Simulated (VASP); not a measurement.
Zr, 2 atoms in the cell. It takes space group Fd-3m (No. 227, cubic). The conventional cell has a = 6.463 Å, b = 6.463 Å, c = 6.463 Å, α = 90.00°, β = 90.00°, γ = 90.00°. Zr (site symmetry -43m) has 4 Zr at 2.80 Å within 3.7 Å. This isn't the form of Zr at room conditions, which is hcp.

```yaml
Program: VASP 6.6.1
Task: single point
Functional: BLYP
Potentials_or_basis: VASP PAW PBE potentials, release 64 (Zr_sv)
Cutoff: 520 eV
k_mesh: 14 × 14 × 14
Occupations: fermi-dirac, width 0.1 eV
Spin: no spin polarisation
Dipole_correction: no
Further_INCAR_settings: ALGO = Normal; EDIFF = 1e-06; NBANDS = 19
```

Potentials or basis: VASP PAW PBE potentials, release 64 (Zr_sv).

Run with:

```bash
$ cat potpaw_PBE.64/Zr_sv/POTCAR > POTCAR
$ mpirun -np 1 vasp_std > vasp.out
```

Hardware: 1 thread of Intel(R) Xeon(R) 6975P-C (Granite Rapids) (shared host).

How long does it take, and how much memory?

Wall time 62 s on 1 thread of Intel(R) Xeon(R) 6975P-C (Granite Rapids) (shared host), peak memory 0.26 GiB. Counts: scf iterations 12, k points 104.
